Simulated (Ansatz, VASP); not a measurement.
Si3C in VASP and in Ansatz

The input INCAR:

```
SYSTEM = Si3C
ALGO     = Normal         ! electronic algorithm
EDIFF    = 1E-6           ! SCF threshold, eV
ENCUT    = 600            ! plane-wave cutoff, eV
GGA      = PE             ! functional
GGA_COMPAT= .False.      
ISIF     = 2              ! what is computed and relaxed
ISMEAR   = 0              ! smearing method
ISPIN    = 2              ! spin polarisation
LASPH    = .True.         ! aspherical terms in the spheres
LCHARG   = .False.        ! write CHGCAR
LORBIT   = 11             ! projections on sites
LREAL    = .False.        ! projectors in reciprocal space
LWAVE    = .False.        ! write WAVECAR
MAGMOM   = 0 0 0 1        ! initial moments
NBANDS   = 20             ! bands
NELM     = 200            ! most SCF steps
PREC     = Accurate       ! precision mode
SIGMA    = 0.1            ! smearing width, eV
```

KPOINTS

```
k-points
0
Gamma
  6 6 2
  0 0 0
```

POSCAR

```
Si3C
1.0
    2.7723150700      0.0000000000      0.0000000000
   -1.3861575400      2.4008952800      0.0000000000
    0.0000000000      0.0000000000      8.7743206900
Si C
3 1
Direct
    0.3333333300      0.6666666700      0.7500000000
    0.3333333300      0.6666666700      0.2500000000
    0.6666666700      0.3333333300      0.0000000000
    0.6666666700      0.3333333300      0.5000000000
```

Input for Ansatz:

```yaml
crystal:
  lattice:
    - [2.77231507, 0.0, 0.0]
    - [-1.38615754, 2.40089528, 0.0]
    - [0.0, 0.0, 8.77432069]
  atoms:
    - { symbol: Si, position: [0.33333333, 0.66666667, 0.75] }
    - { symbol: Si, position: [0.33333333, 0.66666667, 0.25] }
    - { symbol: Si, position: [0.66666667, 0.33333333, 0.0] }
    - { symbol: C, position: [0.66666667, 0.33333333, 0.5], spin: 1.0 }
basis:
  ecutwfc: 420
kpoints:
  mp_grid: { grid: [6, 6, 2] }
hamiltonian:
  xc: pbe
scf:
  occupations: { method: gaussian, width: 0.1 }
  lower_state_search: "off"
output:
  forces: true
  stress: true
  eigenvalues: true
  populations: true
magnetization:
  spin_polarized: true
```

Alike in both runs: task single point; functional PBE; k mesh 6 × 6 × 2; occupations gaussian, width 0.1 eV; collinear spin.

|  | VASP | Ansatz |
| --- | --- | --- |
| version | VASP 6.6.1 | Ansatz 0.2.0 |
| potentials or method | VASP PAW PBE potentials, release 64 (Si, C), cutoff 600 eV | scalar-relativistic, plane waves, PAW |
| valence electrons in the cell | 16 | 16 |

```csv
,VASP,Ansatz,Ansatz less VASP
gap on the k mesh at the Fermi level (eV),none,none,-
pressure (GPa),-12.4,-12.4,+0.01
"traceless stress, the component that is largest in VASP (GPa)",-2.92,-2.94,-0.021
rms of the force components (eV/Å),0.665,0.666,+0.0013
net moment per atom (μB),0.00,0.00,0.000
```

Atom by atom the forces differ by 0.001 eV/Å (rms over components). A gap of «none» marks a metal or a gap that the smearing closes. Ansatz's warnings: seeded moment not kept.

The k mesh is coarse, so the values compare programs but aren't converged.
